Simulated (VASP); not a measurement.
Here is a VASP 6.6.1 calculation.

The input INCAR:

```
PREC     = Accurate       # precision mode
ENCUT    = 520            # plane-wave cutoff, eV
EDIFF    = 1E-6           # SCF threshold, eV
ISMEAR   = 0              # smearing method
SIGMA    = 0.02           # smearing width, eV
LREAL    = F              # projectors in reciprocal space
LASPH    = T              # aspherical terms in the spheres
NELM     = 80             # most SCF steps
ALGO     = Normal         # electronic algorithm
ISIF     = 2              # what is computed and relaxed
LWAVE    = F              # write WAVECAR
LCHARG   = F              # write CHGCAR
GGA      = PE             # functional
NBANDS   = 31             # bands
```

The input KPOINTS:

```
Automatic mesh
0
Gamma
  12 12 4
```

POSCAR

```
HfNiO4
1.0
    3.0948470530      0.0000000000      0.0000000000
   -1.5474235265      2.6802161688      0.0000000000
    0.0000000000      0.0000000000     10.6330679946
Hf Ni O
1 1 4
Direct
    0.0000000000      0.0000000000      0.5000000000
    0.0000000000      0.0000000000      0.0000000000
    0.6666666667      0.3333333333      0.9223929173
    0.6666666667      0.3333333333      0.4017374688
    0.3333333333      0.6666666667      0.5982625312
    0.3333333333      0.6666666667      0.0776070827
```

Potentials or basis: VASP PAW PBE potentials, release 64 (Hf_pv, Ni, O).

Command:

```console
$ cat potpaw_PBE.64/Hf_pv/POTCAR potpaw_PBE.64/Ni/POTCAR potpaw_PBE.64/O/POTCAR > POTCAR
$ mpirun -np 1 vasp_std > vasp.out
```

Problem. Estimate the band gap on the k mesh.

Solution. 0.73 eV (least direct gap 0.92 eV).

Problem. Estimate the largest force.

Solution. 0.237 eV/Å.

Problem. Predict the pressure.

Solution. -1.0 GPa.

Forces in eV/Å, atoms in the order of the input:
```
Hf   0.000  0.000  0.000
Ni   0.000  0.000  0.000
O    0.000  0.000 -0.020
O    0.000  0.000  0.237
O    0.000  0.000 -0.237
O    0.000  0.000  0.020
```

Caveat: spin-orbit coupling is left out, which moves the levels of the heavy elements. A k mesh can miss the band edges.
